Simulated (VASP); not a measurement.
# CrO2 (P4_2/mnm) in VASP: single point with LDA+U

Aim: the single point of CrO2 with LDA+U.

All numbers are computed with VASP 6.6.1; they aren't measurements. Logs are shortened: lines on timing, memory, paths and dates and some standing lists are left out, and cuts for length are marked.

### 1 The cell of the first run

Symmetry: P4_2/mnm, No. 136, tetragonal system. The conventional cell has a = 4.421 Å, b = 4.421 Å, c = 2.917 Å, α = 90.00°, β = 90.00°, γ = 90.00°. Cr (site symmetry mmm) has 6 O at 1.88 to 1.92 Å within 2.5 Å. O (site symmetry m2m) has 3 Cr at 1.88 to 1.92 Å and 1 O at 2.49 Å within 2.5 Å.

### 2 Single point, LDA+U, collinear spin, antiferromagnetic start

INCAR reads:

```
SYSTEM = CrO2
PREC = Accurate ; ENCUT = 700
EDIFF = 1E-6 ; ISMEAR = 0
SIGMA = 0.05 ; LREAL = .FALSE.
LASPH = .TRUE. ; NELM = 200
ALGO = Normal ; ISIF = 2
LWAVE = .FALSE. ; LCHARG = .FALSE.
ISPIN = 2 ; MAGMOM = 2 -2 0 0 0 0
LORBIT = 11 ; LMAXMIX = 4
LDAU = .TRUE. ; LDAUTYPE = 2
LDAUL = 2 -1 ; LDAUU = 6 0
LDAUJ = 0 0 ; LDAUPRINT = 1
GGA = CA ; NBANDS = 39
GGA_COMPAT = .FALSE.
```

KPOINTS reads:

```
regular mesh
0
G
  4 4 6
  0 0 0
```

POSCAR reads:

```
CrO2
1.0
    4.4210008300      0.0000000000      0.0000000000
    0.0000000000      4.4210008300      0.0000000000
    0.0000000000      0.0000000000      2.9170005500
Cr O
2 4
Direct
    0.0000000000      0.0000000000      0.0000000000
    0.5000000000      0.5000000000      0.5000000000
    0.3010000000      0.3010000000      0.0000000000
    0.1990000000      0.8010000000      0.5000000000
    0.6990000000      0.6990000000      0.0000000000
    0.8010000000      0.1990000000      0.5000000000
```

Potentials or basis: VASP PAW LDA potentials, release 64 (Cr_sv, O).

Started as:

```
cat potpaw_LDA.64/Cr_sv/POTCAR potpaw_LDA.64/O/POTCAR > POTCAR
mpirun -np 1 vasp_std > vasp.out
```

OUTCAR:

```text
SYSTEM = CrO2
   PREC = Accurate
   ENCUT = 700
   EDIFF = 1E-6
   ISMEAR = 0
   LREAL = .FALSE.
   LASPH = .TRUE.
   NELM = 200
   ISIF = 2
   ISPIN = 2
   LORBIT = 11
   GGA = CA

 ion  position               nearest neighbor table
   1  0.000  0.000  0.000-   3 1.88   5 1.88   4 1.92   6 1.92   4 1.92   6 1.92
   2  0.500  0.500  0.500-   4 1.88   6 1.88   5 1.92   3 1.92   3 1.92   5 1.92
   3  0.301  0.301  0.000-   1 1.88   2 1.92   2 1.92
   4  0.199  0.801  0.500-   2 1.88   1 1.92   1 1.92
   5  0.699  0.699  0.000-   1 1.88   2 1.92   2 1.92
   6  0.801  0.199  0.500-   2 1.88   1 1.92   1 1.92

  LATTYP: Found a simple tetragonal cell.
 ALAT       =     4.4210008300
 C/A-ratio  =     0.6598054744

  Lattice vectors:

 A1 = (   4.4210008300,   0.0000000000,   0.0000000000)
 A2 = (   0.0000000000,   4.4210008300,   0.0000000000)
 A3 = (   0.0000000000,   0.0000000000,   2.9170005500)

Analysis of symmetry for initial positions (statically):
=====================================================================
 Subroutine PRICEL returns:
 Original cell was already a primitive cell.

 Routine SETGRP: Setting up the symmetry group for a
 simple tetragonal supercell.

 Subroutine GETGRP returns: Found 16 space group operations
 (whereof  8 operations were pure point group operations)
 out of a pool of 16 trial point group operations.

The static configuration has the point symmetry D_2h.
 The point group associated with its full space group is D_4h.

Analysis of symmetry for dynamics (positions and initial velocities):
=====================================================================
 Subroutine PRICEL returns:
 Original cell was already a primitive cell.

 Routine SETGRP: Setting up the symmetry group for a
 simple tetragonal supercell.

 Subroutine GETGRP returns: Found 16 space group operations
 (whereof  8 operations were pure point group operations)
 out of a pool of 16 trial point group operations.

The dynamic configuration has the point symmetry D_2h.
 The point group associated with its full space group is D_4h.

Analysis of structural, dynamic, and magnetic symmetry:
=====================================================================
 Subroutine PRICEL returns:
 Original cell was already a primitive cell.

 Routine SETGRP: Setting up the symmetry group for a
 simple tetragonal supercell.

 Subroutine GETGRP returns: Found 16 space group operations
 (whereof  8 operations were pure point group operations)
 out of a pool of 16 trial point group operations.

The overall configuration has the point symmetry D_2h.
 The point group associated with its full space group is D_4h.

[... 216 lines left out ...]
 number of electron      51.9999995 magnetization      -0.0000000

 Free energy of the ion-electron system (eV)
  ---------------------------------------------------
  ext. energy  EPLUGINS =         0.00000000
  ---------------------------------------------------
  free energy    TOTEN  =       -46.58614866 eV

  energy without entropy =      -46.58614866  energy(sigma->0) =      -46.58614866

 E-fermi :   6.3844     XC(G=0): -12.5329

 val. band max:        6.1442423229   @ k =   0.0000   0.0000   0.0000
 cond. band min:       6.6587533629   @ k =   0.5000   0.0000   0.5000
 fundamental gap:      0.5145110401
 Fermi energy:         6.3843505246

 spin component 1

 k-point     1 :       0.0000    0.0000    0.0000
  band No.  band energies     occupation
      1     -66.8685      1.00000
      2     -64.8063      1.00000
      3     -38.6937      1.00000
      4     -38.6874      1.00000
      5     -38.2952      1.00000
      6     -36.9183      1.00000
[... 973 lines left out ...]
     37      19.8446      0.00000
     38      19.8776      0.00000
 Fermi energy:         6.3843505246

 spin component 2

 k-point     1 :       0.0000    0.0000    0.0000
  band No.  band energies     occupation
      1     -66.8685      1.00000
      2     -64.8063      1.00000
      3     -38.6937      1.00000
      4     -38.6874      1.00000
      5     -38.2952      1.00000
      6     -36.9183      1.00000
[... 973 lines left out ...]
     37      19.8446      0.00000
     38      19.8776      0.00000
 [bands above 38 left out]

------------------------ aborting loop because EDIFF is reached ----------------------------------------

  FORCE on cell =-STRESS in cart. coord.  units (eV):
  Direction    XX          YY          ZZ          XY          YZ          ZX
  --------------------------------------------------------------------------------------
  -------------------------------------------------------------------------------------
  Total       -2.4414053     -2.4414053     -1.3726542      0.0000000      0.0000000      0.0000000
  in kB      -68.6076837    -68.6076837    -38.5739423      0.0000000      0.0000000      0.0000000
  external PRESSURE =     -58.5964366 kB  Pullay stress =       0.0000000 kB

 VOLUME and BASIS-vectors are now :
 -----------------------------------------------------------------------------
  energy-cutoff  :      700.00
  volume of cell :       57.01
      direct lattice vectors                 reciprocal lattice vectors
     4.421000830  0.000000000  0.000000000     0.226193127  0.000000000  0.000000000
     0.000000000  4.421000830  0.000000000     0.000000000  0.226193127  0.000000000
     0.000000000  0.000000000  2.917000550     0.000000000  0.000000000  0.342817899

 POSITION                                       TOTAL-FORCE (eV/Angst)
 -----------------------------------------------------------------------------------
      0.00000      0.00000      0.00000         0.000000      0.000000      0.000000
      2.21050      2.21050      1.45850         0.000000      0.000000      0.000000
      1.33072      1.33072      0.00000        -0.153451     -0.153451      0.000000
      0.87978      3.54122      1.45850         0.153451     -0.153451      0.000000
      3.09028      3.09028      0.00000         0.153451      0.153451      0.000000
      3.54122      0.87978      1.45850        -0.153451      0.153451      0.000000
 -----------------------------------------------------------------------------------
    total drift:                               -0.000000      0.000000     -0.000000

  FREE ENERGIE OF THE ION-ELECTRON SYSTEM (eV)
  ---------------------------------------------------
  free  energy   TOTEN  =       -46.5861486612 eV

  energy  without entropy=      -46.5861486612  energy(sigma->0) =      -46.58614866

 total charge

# of ion       s       p       d       tot
------------------------------------------
    1        2.166   6.063   3.251  11.480
    2        2.166   6.063   3.251  11.480
    3        1.551   3.489   0.000   5.041
    4        1.551   3.489   0.000   5.041
    5        1.551   3.489   0.000   5.041
    6        1.551   3.489   0.000   5.041
--------------------------------------------------
tot         10.537  26.084   6.503  43.124

 magnetization (x)

# of ion       s       p       d       tot
------------------------------------------
    1        0.007   0.008   1.940   1.954
    2       -0.007  -0.008  -1.940  -1.954
    3        0.000  -0.020   0.000  -0.020
    4       -0.000   0.020   0.000   0.020
    5        0.000  -0.020   0.000  -0.020
    6       -0.000   0.020   0.000   0.020
--------------------------------------------------
tot          0.000   0.000   0.000   0.000
```

stdout:

```text
POSCAR found type information on POSCAR CrO
 POSCAR found :  2 types and       6 ions
 scaLAPACK will be used
 LDA part: xc-table for (Slater(with rela. corr.)+CA(PZ))
 , standard interpolation
 POSCAR, INCAR and KPOINTS ok, starting setup
 FFT: planning ... GRIDC
 FFT: planning ... GRID_SOFT
 FFT: planning ... GRID
 WAVECAR not read
 entering main loop
```

It took 3.1 min on 1 thread of Intel Xeon Platinum 8375C at 2.90GHz (Ice Lake), shared host; peak memory 0.25 GiB.

Results:

| Item | Value |
| --- | --- |
| Free energy | -46.5861 eV |
| Pressure | -5.9 GPa |
| Largest force | 0.217 eV/Å |
| Band gap on the k mesh | 0.51 eV (least direct gap 0.77 eV) |
| Net moment | 0.00 μB per cell |
| Site moments | Cr +1.95, -1.95; O -0.02, +0.02 (each value once) μB |
| Valence electrons inside the program's atomic spheres | Cr 11.48; O 5.04 |

Forces in eV/Å, atoms in the order of the input:
```
Cr   0.000  0.000  0.000
Cr   0.000  0.000  0.000
O   -0.153 -0.153  0.000
O    0.153 -0.153  0.000
O    0.153  0.153  0.000
O   -0.153  0.153  0.000
```

Levels at points of the mesh, in eV from the valence-band top:
Spin up:
```tsv
k point	band 24	band 25	band 26	band 27	band 28	band 29
(0.00, 0.00, 0.00)	-0.58	-0.55	0.00	0.77	2.01	2.67
(0.50, 0.00, 0.00)	-1.06	-0.87	-0.85	1.51	2.97	3.16
(0.50, 0.50, 0.00)	-1.85	-1.56	-1.53	1.86	2.02	2.67
(0.00, 0.00, 0.50)	-2.36	-1.75	-0.07	1.22	2.77	3.19
(0.50, 0.00, 0.50)	-1.28	-1.20	-1.17	0.51	2.66	2.90
(0.50, 0.50, 0.50)	-1.58	-0.80	-0.50	0.92	2.38	3.66
```
Spin down:
```tsv
k point	band 23	band 24	band 25	band 26	band 27	band 28	band 29	band 30
(0.00, 0.00, 0.00)	-0.99	-0.58	-0.55	0.00	0.77	2.01	2.67	3.11
(0.50, 0.00, 0.00)	-2.14	-1.06	-0.87	-0.85	1.51	2.97	3.16	3.82
(0.50, 0.50, 0.00)	-1.90	-1.85	-1.56	-1.53	1.86	2.02	2.67	3.47
(0.00, 0.00, 0.50)	-2.48	-2.36	-1.75	-0.07	1.22	2.77	3.19	3.65
(0.50, 0.00, 0.50)	-2.22	-1.28	-1.20	-1.17	0.51	2.66	2.90	3.09
(0.50, 0.50, 0.50)	-1.86	-1.58	-0.80	-0.50	0.92	2.38	3.66	3.81
```

Eigenvalues of the final occupation matrices:
```
    site  spin  trace               eigenvalues
site 1 d     1   2.61  0.21 0.28 0.30 0.91 0.91
site 1 d     2   0.66  0.04 0.06 0.12 0.21 0.22
site 2 d     1   0.66  0.04 0.06 0.12 0.21 0.22
site 2 d     2   2.61  0.21 0.28 0.30 0.91 0.91
```

Caveat: the cell stands under tension. The state reached can hang on the start; a lower one may exist.
